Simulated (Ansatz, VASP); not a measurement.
## Two plane-wave programs on Pt

Contents of INCAR:

```
SYSTEM = Pt
PREC     = Accurate       ! precision mode
ENCUT    = 600            ! plane-wave cutoff, eV
EDIFF    = 1E-6           ! SCF threshold, eV
ISMEAR   = 0              ! smearing method
SIGMA    = 0.1            ! smearing width, eV
LREAL    = .False.        ! projectors in reciprocal space
LASPH    = .True.         ! aspherical terms in the spheres
NELM     = 100            ! most SCF steps
ALGO     = Fast           ! electronic algorithm
ISIF     = 3              ! what is computed and relaxed
LWAVE    = .False.        ! write WAVECAR
LCHARG   = .False.        ! write CHGCAR
GGA      = CA             ! functional
IBRION   = 2              ! ionic algorithm
NSW      = 100            ! ionic steps
EDIFFG   = -0.002         ! ionic threshold
```

KPOINTS

```
regular mesh
0
Gamma
  16 16 16
  0 0 0
```

POSCAR

```
Pt
1.0
    0.0000000000      1.9456504822      1.9456504822
    1.9456504822      0.0000000000      1.9456504822
    1.9456504822      1.9456504822      0.0000000000
Pt
1
Direct
    0.0000000000      0.0000000000      0.0000000000
```

Input for Ansatz:

```yaml
crystal:
  lattice:
    - [0.0, 1.9456504822, 1.9456504822]
    - [1.9456504822, 0.0, 1.9456504822]
    - [1.9456504822, 1.9456504822, 0.0]
  atoms:
    - { symbol: Pt, position: [0.0, 0.0, 0.0] }
basis:
  ecutwfc: 420
kpoints:
  mp_grid: { grid: [16, 16, 16] }
hamiltonian:
  xc: lda
  pseudopotentials: { kind: paw, azcp: { folder: soft_1 } }
scf:
  occupations: { method: gaussian, width: 0.1 }
output:
  forces: true
  stress: true
  eigenvalues: true
  write_density: true
  write_potential: true
  elf: true
  volumetric_format: npy
relax:
  adjacent_minimum: "off"
  f_tol: 0.002
  max_steps: 80
  cell: { stress_tol: 0.02 }
```

Alike in both runs: task relaxation of cell and atoms; functional LDA; k mesh 16 × 16 × 16; occupations gaussian, width 0.1 eV; no spin polarisation.

|  | VASP | Ansatz |
| --- | --- | --- |
| version | VASP 6.6.1 | Ansatz 0.2.0 |
| potentials or method | VASP PAW LDA potentials, release 64 (Pt), cutoff 600 eV | scalar-relativistic, plane waves, PAW |
| valence electrons in the cell | 10 | 18 |

VASP gave:

| Property | Result |
| --- | --- |
| gap on the k mesh at the Fermi level, each at its own relaxed structure (eV) | none |
| relaxed volume (Å³/atom) | 14.80 |
| relaxed cell length with the largest relative difference (Å) | 2.756 |

Task: What did Ansatz give for the same quantities?

Result: gap on the k mesh at the Fermi level, each at its own relaxed structure (eV): none; relaxed volume (Å³/atom): 14.76; relaxed cell length with the largest relative difference (Å): 2.753.

Ansatz warns that its potentials were made for another functional, while VASP's fit it. LDA's correlation is that of Perdew and Zunger in VASP and of Perdew and Wang (1992) in Ansatz. A gap of «none» marks a metal or a gap that the smearing closes. VASP's potentials hold 10 valence electrons a cell and Ansatz's 18, so a difference there can come from the potentials and not from the codes.

Neither program's run includes spin-orbit coupling.
